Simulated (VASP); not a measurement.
# Si20H8O in VASP: single point with PBE

Aim: the single point of Si20H8O with PBE.

Program: VASP 6.6.1. These are calculated values, not measurements. Logs are shortened: lines on timing, memory, paths and dates and some standing lists are left out, and cuts for length are marked.

## Step 1: The cell of the first run

The cell holds a slab with vacuum, 29 atoms: a = 7.679 Å, b = 7.679 Å, c = 18.256 Å, α = 90.00°, β = 90.00°, γ = 90.00°.

## Step 2: Single point, PBE, collinear spin, ferromagnetic start

Input file INCAR:

```
SYSTEM = Si20H8O
ALGO = Normal
EDIFF = 1E-7
ENCUT = 520
GGA = PE
ISIF = 2
ISMEAR = -1
ISPIN = 2
LASPH = .True.
LCHARG = .True.
LELF = .True.
LORBIT = 11
LREAL = Auto
LVHAR = .True.
LWAVE = .False.
MAGMOM = 0 0 0 0 0 0 0 0 0 0 0 0 0 0 0 0 0 0 0 0 0 0 0 0 0 0 0 0 1
NBANDS = 71
NELM = 150
PREC = Accurate
SIGMA = 0.02
```

Input file KPOINTS:

```
k-points
0
Gamma
  1 1 1
  0 0 0
```

Input file POSCAR:

```
Si20H8O
1.0
    7.6791800000      0.0000000000      0.0000000000
    0.0000000000      7.6791800000      0.0000000000
    0.0000000000      0.0000000000     18.2555000000
H Si O
8 20 1
Direct
    0.4093920000      0.0000000000      0.0547780000
    0.0906080000      0.0000000000      0.0547780000
    0.9093920000      0.0000000000      0.0547780000
    0.5906080000      0.0000000000      0.0547780000
    0.4093920000      0.5000000000      0.0547780000
    0.0906080000      0.5000000000      0.0547780000
    0.9093920000      0.5000000000      0.0547780000
    0.5906080000      0.5000000000      0.0547780000
    0.2500000000      0.0000000000      0.1021884000
    0.7500000000      0.0000000000      0.1021884000
    0.2500000000      0.5000000000      0.1021884000
    0.7500000000      0.5000000000      0.1021884000
    0.2275059056      0.2505889182      0.1731968503
    0.7288434592      0.2493061716      0.1737855540
    0.2641060598      0.7510074922      0.1760864877
    0.7633753202      0.7479050310      0.1772794039
   -0.0230026137      0.2455525562      0.2470432466
    0.4736009628      0.2410880584      0.2439628163
    0.0173112638      0.7495633388      0.2503412301
    0.5139354838      0.7473937615      0.2512532738
    0.0004387609      0.0019612868      0.3214879083
    0.5179155010      0.0006323122      0.3208661505
    0.0451135795      0.4954960169      0.3198354875
    0.5047801141      0.4905218147      0.3194263964
    0.2596256422      0.0806788647      0.3764088844
    0.7560746856      0.0656550818      0.3953381423
    0.2756060961      0.3904343492      0.3866298228
    0.7489328528      0.3506179561      0.3586666317
    0.8912083660      0.4990559381      0.3862836142
```

Potentials or basis: VASP PAW PBE potentials, release 64 (H, Si, O).

Run with:

```bash
$ cat potpaw_PBE.64/H/POTCAR potpaw_PBE.64/Si/POTCAR potpaw_PBE.64/O/POTCAR > POTCAR
$ mpirun -np 1 vasp_gam > vasp.out
```

OUTCAR:

```text
SYSTEM = Si20H8O
   EDIFF = 1E-7
   ENCUT = 520
   GGA = PE
   ISIF = 2
   ISMEAR = -1
   ISPIN = 2
   LASPH = .True.
   LORBIT = 11
   LREAL = Auto
   NELM = 150
   PREC = Accurate

 ion  position               nearest neighbor table
   1  0.409  0.000  0.055-   9 1.50
   2  0.091  0.000  0.055-   9 1.50
   3  0.909  0.000  0.055-  10 1.50
   4  0.591  0.000  0.055-  10 1.50
   5  0.409  0.500  0.055-  11 1.50
   6  0.091  0.500  0.055-  11 1.50
   7  0.909  0.500  0.055-  12 1.50
   8  0.591  0.500  0.055-  12 1.50
   9  0.250  0.000  0.102-   1 1.50   2 1.50  13 2.33  15 2.34
  10  0.750  0.000  0.102-   3 1.50   4 1.50  14 2.32  16 2.37
  11  0.250  0.500  0.102-   5 1.50   6 1.50  13 2.32  15 2.36
  12  0.750  0.500  0.102-   7 1.50   8 1.50  14 2.33  16 2.35
  13  0.228  0.251  0.173-  18 2.29  11 2.32   9 2.33  17 2.35
  14  0.729  0.249  0.174-  10 2.32  17 2.33  12 2.33  18 2.34
  15  0.264  0.751  0.176-  19 2.33   9 2.34  11 2.36  20 2.36
  16  0.763  0.748  0.177-  20 2.34  12 2.35  19 2.36  10 2.37
  17  0.977  0.246  0.247-  21 2.32  14 2.33  13 2.35  23 2.39  28 2.81
  18  0.474  0.241  0.244-  13 2.29  14 2.34  22 2.34  24 2.37  28 3.09
  19  0.017  0.750  0.250-  15 2.33  21 2.34  23 2.34  16 2.36
  20  0.514  0.747  0.251-  22 2.32  24 2.33  16 2.34  15 2.36
  21  0.000  0.002  0.321-  25 2.31  17 2.32  19 2.34  26 2.36
  22  0.518  0.001  0.321-  25 2.31  20 2.32  26 2.33  18 2.34
  23  0.045  0.495  0.320-  29 1.69  27 2.30  19 2.34  17 2.39  28 2.63
  24  0.505  0.491  0.319-  28 2.28  27 2.28  20 2.33  18 2.37
  25  0.260  0.081  0.376-  21 2.31  22 2.31  27 2.39
  26  0.756  0.066  0.395-  28 2.29  22 2.33  21 2.36
  27  0.276  0.390  0.387-  24 2.28  23 2.30  25 2.39
  28  0.749  0.351  0.359-  29 1.66  24 2.28  26 2.29  23 2.63  17 2.81  18 3.09
  29  0.891  0.499  0.386-  28 1.66  23 1.69

  LATTYP: Found a simple tetragonal cell.
 ALAT       =     7.6791800000
 C/A-ratio  =     2.3772720525

  Lattice vectors:

 A1 = (   7.6791800000,   0.0000000000,   0.0000000000)
 A2 = (   0.0000000000,   7.6791800000,   0.0000000000)
 A3 = (   0.0000000000,   0.0000000000,  18.2555000000)

Analysis of symmetry for initial positions (statically):
=====================================================================
 Subroutine PRICEL returns:
 Original cell was already a primitive cell.

 Routine SETGRP: Setting up the symmetry group for a
 simple tetragonal supercell.

 Subroutine GETGRP returns: Found  1 space group operations
 (whereof  1 operations were pure point group operations)
 out of a pool of 16 trial point group operations.

The static configuration has the point symmetry C_1 .

Analysis of symmetry for dynamics (positions and initial velocities):
=====================================================================
 Subroutine PRICEL returns:
 Original cell was already a primitive cell.

 Routine SETGRP: Setting up the symmetry group for a
 simple tetragonal supercell.

 Subroutine GETGRP returns: Found  1 space group operations
 (whereof  1 operations were pure point group operations)
 out of a pool of 16 trial point group operations.

The dynamic configuration has the point symmetry C_1 .

Analysis of structural, dynamic, and magnetic symmetry:
=====================================================================
 Subroutine PRICEL returns:
 Original cell was already a primitive cell.

 Routine SETGRP: Setting up the symmetry group for a
 simple tetragonal supercell.

 Subroutine GETGRP returns: Found  1 space group operations
 (whereof  1 operations were pure point group operations)
 out of a pool of 16 trial point group operations.

The overall configuration has the point symmetry C_1 .

 Subroutine INISYM returns: Found  1 space group operations
 (whereof  1 operations are pure point group operations),
 and found     1 'primitive' translations

----------------------------------------------------------------------------------------

                                     Primitive cell

  volume of cell :    1076.5233

  direct lattice vectors                    reciprocal lattice vectors
     7.679180000  0.000000000  0.000000000     0.130222237  0.000000000  0.000000000
     0.000000000  7.679180000  0.000000000     0.000000000  0.130222237  0.000000000
     0.000000000  0.000000000 18.255500000     0.000000000  0.000000000  0.054778012

[... 101 lines left out ...]
   NGX,Y,Z   is equivalent  to a cutoff of  12.99, 12.99, 12.75 a.u.
   NGXF,Y,Z  is equivalent  to a cutoff of  25.98, 25.98, 25.50 a.u.
 SYSTEM =  Si20H8O
   PREC   = accura    normal or accurate (medium, high low for compatibility)
   ISTART =      0    job   : 0-new  1-cont  2-samecut
   ICHARG =      2    charge: 1-file 2-atom 10-const
   ISPIN  =      2    spin polarized calculation?
   LNONCOLLINEAR =      F non collinear calculations
   LSORBIT =      F    spin-orbit coupling
   LASPH  =      T    aspherical Exc in radial PAW
   ENCUT  =  520.0 eV  38.22 Ry    6.18 a.u.  14.28 14.28 33.94*2*pi/ulx,y,z
   NELM   =    150;   NELMIN=  2; NELMDL= -5     # of ELM steps
   EDIFF  = 0.1E-06   stopping-criterion for ELM
   LREAL  =      T    real-space projection
   EDIFFG = 0.1E-05   stopping-criterion for IOM
   NSW    =      0    number of steps for IOM
   IBRION =     -1    ionic relax: 0-MD 1-quasi-New 2-CG
   NFREE  =      0    steps in history (QN), initial steepest desc. (CG)
   ISIF   =      2    stress and relaxation
   ISYM   =      2    0-nonsym 1-usesym 2-fastsym
   POTIM  = 0.5000    time-step for ionic-motion
   TEBEG  =    0.0;   TEEND  =   0.0 temperature during run
   PSTRESS=    0.0 pullay stress
   NELECT =      94.0000    total number of electrons
   NUPDOWN=      -1.0000    fix difference up-down
   EMIN   =  10.00;   EMAX   =-10.00  energy-range for DOS
   EFERMI =   0.00;   METHOD = LEGACY
   ISMEAR =    -1;   SIGMA  =   0.02  broadening in eV -4-tet -1-fermi 0-gaus
   EFERMI_NEDOS =   21; number of points for ismear=-14 and -15
   IALGO  =     38    algorithm
   IMIX   =      4    mixing-type and parameters
     AMIX     =   0.40;   BMIX     =  1.00
     AMIX_MAG =   1.60;   BMIX_MAG =  1.00
  volume/ion in A,a.u.               =      37.12       250.51
  Fermi-wavevector in a.u.,A,eV,Ry     =   0.726289  1.372488  7.177021  0.527496
  Thomas-Fermi vector in A             =   1.817225
   LORBIT       =     11    0 simple, 1 ext, 2 COOP (PROOUT), +10 PAW based schemes
   GGA     = PE    functional components
   LHFCALC =     F    Hartree Fock is set to
   AEXX    =    0.0000 exact exchange contribution
   IVDW    =     0    specifies the selected vdW correction
   LEPSILON=     F    determine dielectric tensor
   LRPA    =     F    only Hartree local field effects (RPA)
 spin polarized calculation
  energy-cutoff  :      520.00
  volume of cell :     1076.52
 maximum number of plane-waves:     14522
 NGX is ok and might be reduce to    60
   NGX = 29   NGY = 29   NGZ = 67

 number of electron      94.0000009 magnetization       1.9988206

 Free energy of the ion-electron system (eV)
  ---------------------------------------------------
  ext. energy  EPLUGINS =         0.00000000
  ---------------------------------------------------
  free energy    TOTEN  =      -130.51263355 eV

  energy without entropy =     -130.51243519  energy(sigma->0) =     -130.51253437

 E-fermi :  -0.5285     XC(G=0):  -4.5217

 val. band max:       -0.6772439269   @ k =   0.0000   0.0000   0.0000
 cond. band min:      -0.3796916658   @ k =   0.0000   0.0000   0.0000
 fundamental gap:      0.2975522611
 Fermi energy:        -0.5284678192

 spin component 1

 k-point     1 :       0.0000    0.0000    0.0000
  band No.  band energies     occupation
      1     -21.1630      1.00000
      2     -12.3478      1.00000
      3     -11.1406      1.00000
      4     -10.6466      1.00000
      5     -10.4429      1.00000
      6     -10.3324      1.00000
[... 51 lines left out ...]
     58       2.0270      0.00000
     59       2.1952      0.00000
 Fermi energy:        -0.5284678192

 spin component 2

 k-point     1 :       0.0000    0.0000    0.0000
  band No.  band energies     occupation
      1     -21.1349      1.00000
      2     -12.2540      1.00000
      3     -11.0749      1.00000
      4     -10.5652      1.00000
      5     -10.3894      1.00000
      6     -10.2980      1.00000
[... 51 lines left out ...]
     58       2.1414      0.00000
     59       2.2876      0.00000
 [bands above 59 left out]

------------------------ aborting loop because EDIFF is reached ----------------------------------------

  FORCE on cell =-STRESS in cart. coord.  units (eV):
  Direction    XX          YY          ZZ          XY          YZ          ZX
  --------------------------------------------------------------------------------------
  -------------------------------------------------------------------------------------
  Total       40.3427499     13.4102534     -0.8947884      1.1537088      0.0592969     -0.1405642
  in kB       60.0416547     19.9583273     -1.3317033      1.7170516      0.0882510     -0.2092001
  external PRESSURE =      26.2227596 kB  Pullay stress =       0.0000000 kB

 VOLUME and BASIS-vectors are now :
 -----------------------------------------------------------------------------
  energy-cutoff  :      520.00
  volume of cell :     1076.52
      direct lattice vectors                 reciprocal lattice vectors
     7.679180000  0.000000000  0.000000000     0.130222237  0.000000000  0.000000000
     0.000000000  7.679180000  0.000000000     0.000000000  0.130222237  0.000000000
     0.000000000  0.000000000 18.255500000     0.000000000  0.000000000  0.054778012

 POSITION                                       TOTAL-FORCE (eV/Angst)
 -----------------------------------------------------------------------------------
      3.14379      0.00000      1.00000        -0.916048      0.156431      0.118400
      0.69580      0.00000      1.00000         0.955460     -0.247471      0.014315
      6.98338      0.00000      1.00000        -0.905947      0.083694      0.108446
      4.53539      0.00000      1.00000         0.895221     -0.220383      0.088388
      3.14379      3.83959      1.00000        -0.976825     -0.091020      0.080768
      0.69580      3.83959      1.00000         0.971992      0.194900      0.067276
[... 21 lines left out ...]
      5.75119      2.69246      6.54764        -0.122838     -0.078163     -0.001563
      6.84375      3.83234      7.05180         0.019523      0.046796      0.050374
 -----------------------------------------------------------------------------------
    total drift:                               -0.007618      0.002396      0.002119

  FREE ENERGIE OF THE ION-ELECTRON SYSTEM (eV)
  ---------------------------------------------------
  free  energy   TOTEN  =      -130.5126335532 eV

  energy  without entropy=     -130.5124351861  energy(sigma->0) =     -130.51253437

 total charge

# of ion       s       p       d       tot
------------------------------------------
    1        0.572   0.018   0.000   0.590
    2        0.575   0.018   0.000   0.593
    3        0.572   0.019   0.000   0.590
    4        0.572   0.018   0.000   0.591
    5        0.573   0.018   0.000   0.592
    6        0.573   0.018   0.000   0.591
[... 21 lines left out ...]
   28        0.784   0.865   0.000   1.649
   29        1.580   3.545   0.000   5.125
--------------------------------------------------
tot         20.988  23.012   0.000  44.001

 magnetization (x)

# of ion       s       p       d       tot
------------------------------------------
    1       -0.000   0.000   0.000   0.000
    2       -0.001   0.000   0.000  -0.000
    3        0.005   0.000   0.000   0.005
    4        0.004   0.000   0.000   0.004
    5       -0.000   0.000   0.000  -0.000
    6       -0.000   0.000   0.000  -0.000
[... 21 lines left out ...]
   28        0.004   0.033   0.000   0.037
   29        0.000   0.016   0.000   0.016
--------------------------------------------------
tot          0.189   0.514   0.000   0.703
```

It took 8.4 min on 1 thread of Intel Xeon Platinum 8375C at 2.90GHz (Ice Lake), shared host; peak memory 1.4 GiB.

What came out:

- Free energy: -130.5126 eV
- Largest force: 1.000 eV/Å
- Net moment: 2.00 μB per cell
- Site moments: H +0.00, -0.00, +0.01 (each value once); Si +0.00, +0.02, -0.00, +0.01, +0.06, -0.01, +0.03, +0.20, +0.04 (each value once); O +0.02 μB
- Valence electrons inside the program's atomic spheres: H 0.59; Si 1.75, 1.76, 1.73, 1.72, 1.71, 1.70, 1.69, 1.67, 1.66, 1.68, 1.65 (each value once); O 5.12

Forces on the atoms (eV/Å):
```
H   -0.916  0.156  0.118
H    0.955 -0.247  0.014
H   -0.906  0.084  0.108
H    0.895 -0.220  0.088
H   -0.977 -0.091  0.081
H    0.972  0.195  0.067
H   -0.959 -0.134  0.104
H    0.980  0.173  0.095
Si  -0.107 -0.001 -0.234
Si   0.003 -0.184 -0.044
Si   0.046  0.165 -0.253
Si   0.022  0.069 -0.115
Si  -0.015 -0.032 -0.002
Si   0.019  0.021  0.020
Si   0.001  0.016 -0.004
Si  -0.007  0.001 -0.002
Si   0.015  0.042 -0.011
Si   0.006 -0.001  0.006
Si  -0.015  0.009  0.007
Si   0.006  0.015  0.005
Si   0.057 -0.009 -0.007
Si  -0.053  0.012  0.017
Si   0.047  0.015 -0.068
Si   0.021  0.012  0.008
Si   0.007  0.001 -0.049
Si  -0.011 -0.025  0.034
Si   0.015 -0.010 -0.035
Si  -0.123 -0.078 -0.002
O    0.020  0.047  0.050
```

Levels at points of the mesh, in eV from the Fermi level:
Spin up:
```csv
k point,band 45,band 46,band 47,band 48,band 49,band 50,band 51,band 52
"(0.00, 0.00, 0.00)",-0.83,-0.71,-0.50,-0.15,0.67,0.87,1.22,1.56
```
Spin down:
```tsv
k point	band 44	band 45	band 46	band 47	band 48	band 49
(0.00, 0.00, 0.00)	-0.94	-0.75	-0.55	0.15	0.41	0.91
```

Caveat: the k points lie up to 0.82 Å⁻¹ apart.
